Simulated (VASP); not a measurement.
Runs of VASP 6.6.1 on Cd. The structure is that of space group Fm-3m (No. 225), or close to it. The cells are those of the table. 

```tsv
level	cell	k mesh	gap on the mesh (eV)	pressure (GPa)
PBE	a = 3.184 Å, angles 60.0°, 1 atom	8 × 8 × 8	none	0.3
r2SCAN	a = 3.184 Å, angles 60.0°, 1 atom	16 × 16 × 16	none	-1.9
r2SCAN	a = 3.134 Å, angles 60.0°, 1 atom	16 × 16 × 16	none	0.3
r2SCAN	a = 3.169 Å, angles 60.0°, 1 atom	16 × 16 × 16	none	-1.3
PBE	a = 3.127 Å, angles 60.0°, 1 atom	8 × 8 × 8	none	(a)
```

Alike in all rows: task single point; potentials or basis VASP PAW PBE potentials, release 64 (Cd); no spin polarisation; cutoff (eV) 520; smearing gaussian 0.05 eV.

**Question.** Estimate the missing entries.

**Answer.** (a) 3.1.

Caveats: the PAW data sets were made with another functional, which shifts forces and pressure a little (some runs).

A k mesh can miss the band edges, and the runs leave out spin-orbit coupling on Cd.

A gap of «none» marks levels without a gap at the run's occupations.
